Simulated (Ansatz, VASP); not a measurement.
# One calculation of Al3Si2N3, two programs

```
CELL_PARAMETERS angstrom
3.37838 0.00000 0.00000
0.00000 3.15174 0.00000
0.00000 0.00000 9.47354
ATOMIC_POSITIONS crystal
Al 0.50000 0.50000 0.30396
Al 0.00000 0.00000 0.51729
Al 0.50000 0.50000 0.73897
Si 0.00000 0.00000 0.95400
Si 0.50000 0.00000 0.10844
N 0.00000 0.50000 0.40642
N 0.50000 0.00000 0.62600
N 0.00000 0.50000 0.84491
```

Alike in both runs: functional PBE; k mesh 5 × 5 × 2; occupations gaussian, width 0.2 eV; no spin polarisation.

Ansatz relaxed the structure, and its values are those at the end. VASP's run is a single point on that final structure, the one shown.

|  | VASP | Ansatz |
| --- | --- | --- |
| version | VASP 6.6.1 | Ansatz 0.2.0 |
| potentials or method | VASP PAW PBE potentials, release 64 (Al, Si, N), cutoff 520 eV | scalar-relativistic, plane waves, PAW |
| valence electrons in the cell | 32 | 32 |

|  | VASP | Ansatz | Ansatz less VASP |
| --- | --- | --- | --- |
| gap on the k mesh at the Fermi level (eV) | none | none | - |
| pressure (GPa) | -0.1 | 0.0 | +0.19 |
| rms of the force components (eV/Å) | 0.003 | 0.002 | -0.0013 |

A gap of «none» marks a metal or a gap that the smearing closes.

The k mesh is coarse, so the values compare programs but aren't converged.
